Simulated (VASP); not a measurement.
Set up this calculation in VASP 6.6.1, as the native input.

| Item | Value |
| --- | --- |
| Task | relaxation of cell and atoms |
| Functional | PBE |
| Potentials or basis | VASP PAW PBE potentials, release 64 (Pd) |
| Cutoff | 600 eV |
| k mesh | 16 × 16 × 15 |
| Occupations | fermi-dirac, width 0.08 eV |
| Spin | no spin polarisation |
| Target pressure | 0.67 GPa |
| Dipole correction | no |
| Further INCAR settings | ALGO = Normal; EDIFF = 1e-06; IBRION = 2; EDIFFG = -0.005; NSW = 60; ISIF = 3 |

The structure of Pd lies in POSCAR:

```
Pd
1.0
    2.6925511406      0.0000000000      0.0000000000
   -1.3462755703      2.3318176887      0.0000000000
    0.0000000000      0.0000000000      2.5309980721
Pd
1
Direct
    0.0000000000      0.0000000000      0.0000000000
```

One way to write it, as run:

INCAR

```
SYSTEM = Pd
PREC = Accurate ; ENCUT = 600
EDIFF = 1E-6 ; ISMEAR = -1
SIGMA = 0.08 ; LREAL = .FALSE.
LASPH = .TRUE. ; NELM = 100
ALGO = Normal ; ISIF = 3
LWAVE = .FALSE. ; LCHARG = .FALSE.
GGA = PE ; IBRION = 2
NSW = 60 ; EDIFFG = -0.005
PSTRESS = 6.7
```

KPOINTS

```
regular mesh
0
G
  16 16 15
  0 0 0
```

Potentials or basis: VASP PAW PBE potentials, release 64 (Pd).

Launch:

```sh
$ cat potpaw_PBE.64/Pd/POTCAR > POTCAR
$ mpirun -np 1 vasp_std > vasp.out
```

Results of the run:

The relaxed volume is 16.49 Å³/atom and the relaxed cell is a = 2.689 Å, b = 2.689 Å, c = 2.633 Å, α = 90.00°, β = 90.00°, γ = 120.00°. The space group after relaxing (to 0.05 Å) is P6/mmm (No. 191), the energy change on relaxing (the enthalpy is what falls) is -32.0 meV/atom and the ionic steps are 13. The pressure after relaxing is 0.7 GPa. The band gap on the k mesh is zero (band 5 reaches 9.01 eV, above the bottom of band 6 at 7.19 eV).

Caveat: the cell is relaxed towards a set pressure, so the enthalpy falls and the energy may rise.

Wall time 76 s on 1 thread of Intel(R) Xeon(R) 6975P-C (Granite Rapids), on a shared host, peak memory 0.18 GiB.
